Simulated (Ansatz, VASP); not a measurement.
Al2O3: VASP beside Ansatz

```
CELL_PARAMETERS angstrom
2.97544 0.00000 0.00000
-1.48772 2.57680 0.00000
0.00000 0.00000 7.31516
ATOMIC_POSITIONS crystal
Al 0.00000 0.00000 0.27196
Al 0.00000 0.00000 0.72804
O 0.33333 0.66667 0.19059
O 0.66667 0.33333 0.80941
O 0.00000 0.00000 0.50000
```

Alike in both runs: functional PBEsol; dispersion D3(BJ); k mesh 12 × 12 × 4; no spin polarisation.

Ansatz relaxed the structure, and its values are those at the end. VASP's run is a single point on that final structure, the one shown.

|  | VASP | Ansatz |
| --- | --- | --- |
| version | VASP 6.6.1 | Ansatz 0.2.0 |
| potentials or method | VASP PAW PBE potentials, release 64 (Al, O) | plane waves, PAW |
| plane-wave cutoff (eV) | 520 | 420 |
| occupations | gaussian, width 0.01 eV | fixed |
| valence electrons in the cell | 24 | 24 |

Ansatz gave:

| Property | Result |
| --- | --- |
| pressure (GPa) | 0.0 |
| rms of the force components (eV/Å) | 0.000 |

Q: Which values does VASP return?

A: Pressure (GPa): 0.3; rms of the force components (eV/Å): 0.034.

VASP's potentials were made for PBE, not for PBEsol.
